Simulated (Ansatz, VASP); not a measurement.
**Two plane-wave programs on Mn**

The input INCAR:

```
SYSTEM = Mn
  PREC = Accurate
  ENCUT = 520
  EDIFF = 1E-6
  ISMEAR = 0
  SIGMA = 0.05
  LREAL = .False.
  LASPH = .True.
  NELM = 80
  ALGO = Fast
  ISIF = 2
  LWAVE = .False.
  LCHARG = .False.
  GGA = PE
  NBANDS = 20
```

File KPOINTS:

```
regular mesh
0
Gamma
  15 15 8
  0 0 0
```

POSCAR

```
Mn
1.0
    2.4836457705      0.0000000000      0.0000000000
   -1.2418228852      2.1509003313      0.0000000000
    0.0000000000      0.0000000000      4.0261950000
Mn
2
Direct
    0.7015357892      0.4030715684      0.7500000000
    0.3333333300      0.6666666700      0.2500000000
```

Input for Ansatz:

```yaml
crystal:
  lattice:
    - [2.4836457705, 0.0, 0.0]
    - [-1.2418228852, 2.1509003313, 0.0]
    - [0.0, 0.0, 4.026195]
  atoms:
    - { symbol: Mn, position: [0.7015357892, 0.4030715684, 0.75] }
    - { symbol: Mn, position: [0.33333333, 0.66666667, 0.25] }
basis:
  ecutwfc: 420
  fft_grid_basis: typed
kpoints:
  mp_grid: { grid: [15, 15, 8] }
hamiltonian:
  xc: pbe
  pseudopotentials: { kind: paw }
scf:
  occupations: { method: gaussian, width: 0.05 }
output:
  forces: true
  stress: true
  eigenvalues: true
  bader: true
  write_density: true
  volumetric_format: npy
```

Alike in both runs: task single point; functional PBE; k mesh 15 × 15 × 8; occupations gaussian, width 0.05 eV; no spin polarisation.

```csv
,VASP,Ansatz
version,VASP 6.6.1,Ansatz 0.2.0
potentials or method,"VASP PAW PBE potentials, release 64 (Mn_pv), cutoff 520 eV","scalar-relativistic, plane waves, PAW"
valence electrons in the cell,26,30
```

VASP gave:

```
gap on the k mesh at the Fermi level (eV)                     : none
pressure (GPa)                                                : -1.0
traceless stress, the component that is largest in VASP (GPa) : 4.27
rms of the force components (eV/Å)                            : 0.167
```

Q: Which values does Ansatz return?

A: gap on the k mesh at the Fermi level (eV): none; pressure (GPa): -1.0; traceless stress, the component that is largest in VASP (GPa): 4.23; rms of the force components (eV/Å): 0.171.

Atom by atom the forces differ by 0.004 eV/Å (rms over components). A gap of «none» marks a metal or a gap that the smearing closes. With one functional, cell and mesh, what is left measures potentials, basis and numerics. VASP's potentials hold 26 valence electrons a cell and Ansatz's 30, so a difference there can come from the potentials and not from the codes.
